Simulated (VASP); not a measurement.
# ZrB (Fmmm) in VASP: notebook, part 2 of 2

VASP 6.6.1. The steps go on from the part before.

**6. Single point, LDA (normal strain along x +0.0467, normal strain along z +0.1100)**

INCAR reads:

```
  PREC = Accurate
  ENCUT = 520
  EDIFF = 1E-6
  ISMEAR = 0
  SIGMA = 0.15
  LREAL = False
  LASPH = True
  NELM = 60
  ALGO = Normal
  ISIF = 2
  LWAVE = False
  LCHARG = False
  NBANDS = 14
```

KPOINTS reads:

```
regular mesh
0
Gamma
  16 16 16
```

POSCAR reads:

```
ZrB
1.0
    0.0000000000      2.4153850465      2.6810774016
    2.5281835282      0.0000000000      2.6810774016
    2.5281835282      2.4153850465      0.0000000000
Zr B
1 1
Direct
    0.0000000000      0.0000000000      0.0000000000
    0.5000000000      0.5000000000      0.5000000000
```

Potentials or basis: VASP PAW LDA potentials, release 64 (Zr_sv, B).

Command:

```bash
cat potpaw_LDA.64/Zr_sv/POTCAR potpaw_LDA.64/B/POTCAR > POTCAR
mpirun -np 1 vasp_std > vasp.out
```

OUTCAR:

```text
PREC = Accurate
   ENCUT = 520
   EDIFF = 1E-6
   ISMEAR = 0
   LREAL = False
   LASPH = True
   NELM = 60
   ISIF = 2

 ion  position               nearest neighbor table
   1  0.000  0.000  0.000-   2 2.42   2 2.42   2 2.53   2 2.53   2 2.68   2 2.68
   2  0.500  0.500  0.500-   1 2.42   1 2.42   1 2.53   1 2.53   1 2.68   1 2.68

  LATTYP: Found a face centered orthorhombic cell.
 ALAT       =     4.8307700930
 B/A-ratio  =     1.0467000000
 C/A-ratio  =     1.1100000000

  Lattice vectors:

 A1 = (   2.5281835282,   0.0000000000,  -2.6810774016)
 A2 = (   0.0000000000,   2.4153850465,  -2.6810774016)
 A3 = (   2.5281835282,   2.4153850465,   0.0000000000)

Analysis of symmetry for initial positions (statically):
=====================================================================
 Subroutine PRICEL returns:
 Original cell was already a primitive cell.

 Routine SETGRP: Setting up the symmetry group for a
 face centered orthorhombic supercell.

 Subroutine GETGRP returns: Found  8 space group operations
 (whereof  8 operations were pure point group operations)
 out of a pool of  8 trial point group operations.

The static configuration has the point symmetry D_2h.
[... 167 lines left out ...]

 k-point     1 :       0.0000    0.0000    0.0000
  band No.  band energies     occupation
      1     -41.2655      2.00000
      2     -19.3117      2.00000
      3     -19.2527      2.00000
      4     -19.2494      2.00000
      5      -1.3046      2.00000
      6       7.5156      0.00000
      7       8.0091      0.00000
      8       8.3627      0.00000
      9       8.6576      0.00000
     10       9.4049      0.00000
     11       9.4337      0.00000
     12       9.5677      0.00000
     13       9.7439      0.00000
     14      16.4050      0.00000
[... 377 lines left out ...]
      1     -41.2615      2.00000
      2     -19.3201      2.00000
      3     -19.2941      2.00000
      4     -19.2499      2.00000
      5      -1.0807      2.00000
      6       7.1991      0.00000
      7       7.4711      0.00000
      8       7.8921      0.00000
      9       8.3348      0.00000
     10       8.5485      0.00000
     11       9.9821      0.00000
     12      10.0821      0.00000
     13      11.5469      0.00000
     14      16.8144      0.00000

 [... further k-points ...]
[... 5 lines left out ...]
  --------------------------------------------------------------------------------------
  -------------------------------------------------------------------------------------
  Total       -3.6816217     -1.6541732     -5.5472286      0.0000000      0.0000000      0.0000000
  in kB     -180.1421826    -80.9388881   -271.4265520      0.0000000      0.0000000      0.0000000
  external PRESSURE =    -177.5025409 kB  Pullay stress =       0.0000000 kB

 VOLUME and BASIS-vectors are now :
 -----------------------------------------------------------------------------
  energy-cutoff  :      520.00
  volume of cell :       32.74
      direct lattice vectors                 reciprocal lattice vectors
     0.000000000  2.415385046  2.681077402    -0.197770452  0.207006332  0.186492191
     2.528183528  0.000000000  2.681077402     0.197770452 -0.207006332  0.186492191
     2.528183528  2.415385046  0.000000000     0.197770452  0.207006332 -0.186492191

 POSITION                                       TOTAL-FORCE (eV/Angst)
 -----------------------------------------------------------------------------------
      0.00000      0.00000      0.00000         0.000000      0.000000      0.000000
      2.52818      2.41539      2.68108         0.000000     -0.000000      0.000000
 -----------------------------------------------------------------------------------
    total drift:                               -0.000000      0.000000      0.000000

  FREE ENERGIE OF THE ION-ELECTRON SYSTEM (eV)
  ---------------------------------------------------
  free  energy   TOTEN  =       -17.1169760176 eV

  energy  without entropy=      -17.1018913955  energy(sigma->0) =      -17.10943371
```

OSZICAR:

```text
N       E                     dE             d eps       ncg     rms          rms(c)
DAV:   1     0.917646959555E+02    0.91765E+02   -0.75707E+03 17396   0.999E+02
DAV:   2    -0.151481674480E+02   -0.10691E+03   -0.10170E+03 21330   0.272E+02
DAV:   3    -0.191224826958E+02   -0.39743E+01   -0.39254E+01 28538   0.441E+01
DAV:   4    -0.191874866081E+02   -0.65004E-01   -0.64971E-01 20016   0.528E+00
DAV:   5    -0.191886249294E+02   -0.11383E-02   -0.11383E-02 26258   0.533E-01    0.143E+01
DAV:   6    -0.171430710015E+02    0.20456E+01   -0.34074E+00 20100   0.147E+01    0.433E+00
DAV:   7    -0.171290540020E+02    0.14017E-01   -0.24746E-01 21976   0.334E+00    0.234E+00
DAV:   8    -0.171176944500E+02    0.11360E-01   -0.46151E-02 21674   0.142E+00    0.320E-01
DAV:   9    -0.171170242324E+02    0.67022E-03   -0.50263E-03 20782   0.388E-01    0.158E-01
DAV:  10    -0.171169832536E+02    0.40979E-04   -0.63845E-04 20184   0.259E-01    0.388E-02
DAV:  11    -0.171169766734E+02    0.65802E-05   -0.37315E-05 22884   0.522E-02    0.664E-03
DAV:  12    -0.171169760176E+02    0.65581E-06   -0.94639E-07 13644   0.109E-02
   1 F= -.17116976E+02 E0= -.17109434E+02  d E =-.150846E-01
```

stdout:

```text
POSCAR found type information on POSCAR ZrB
 POSCAR found :  2 types and       2 ions
 scaLAPACK will be used
 LDA part: xc-table for (Slater(with rela. corr.)+CA(PZ))
 , standard interpolation
 POSCAR, INCAR and KPOINTS ok, starting setup
 FFT: planning ... GRIDC
 FFT: planning ... GRID_SOFT
 FFT: planning ... GRID
 WAVECAR not read
 entering main loop
```

Wall time 4.7 min (1 thread of Intel Xeon Platinum 8488C (Sapphire Rapids), shared host); peak memory 0.38 GiB.

What came out:

```yaml
Free_energy: -17.1170 eV
Pressure: -17.8 GPa
Band_gap_on_the_k_mesh: zero (an odd number of electrons rules out a gap without spin polarisation)
```

Stress tensor (GPa, compression positive):
```
-18.01   0.00   0.00
  0.00  -8.09   0.00
  0.00   0.00 -27.14
```

Levels at points of the mesh, in eV from the Fermi level:
```
           k point  band 6  band 7  band 8  band 9  band 10  band 11
(0.00, 0.00, 0.00)    1.15    1.64    1.99    2.29     3.03     3.06
(0.50, 0.00, 0.00)   -3.53   -1.17   -0.99    3.98     4.44     5.38
(0.50, 0.50, 0.00)   -1.32   -0.57    2.10    2.20     3.94     4.78
(0.50, 0.00, 0.50)   -0.65   -0.43    1.53    1.54     4.01     4.66
(0.00, 0.50, 0.50)   -0.87   -0.57    1.79    1.90     3.81     4.53
```

Caveat: the cell differs from its parent crystal (normal strain along x +0.0467, normal strain along z +0.1100); the cell stands under tension.

**7. Summary**

| cell | gap on the mesh (eV) | pressure (GPa) |
| --- | --- | --- |
| a = 3.609, b = 3.498, c = 3.298 Å, angles 64.1, 60.7, 55.3°, 2 atoms | none | 0.5 |
| a = 3.354, b = 3.478, c = 3.537 Å, angles 57.1, 60.5, 62.3°, 2 atoms | none | -2.5 |
| a = 3.609, b = 3.534, c = 3.337 Å, angles 63.3, 61.0, 55.7°, 2 atoms | none | -4.2 |
| a = 3.543, b = 3.582, c = 3.456 Å, angles 60.4, 61.5, 58.0°, 2 atoms | none | -12.6 |
| a = 3.609, b = 3.685, c = 3.497 Å, angles 60.3, 62.5, 57.3°, 2 atoms | none | -17.8 |

Alike in all rows: task single point; level LDA; potentials or basis VASP PAW LDA potentials, release 64 (Zr_sv, B); no spin polarisation; k mesh 16 × 16 × 16; cutoff (eV) 520; smearing gaussian 0.15 eV.

Caveats: the cell stands under tension (at least some runs).

Absolute energies hang on the potentials; compare differences alone.
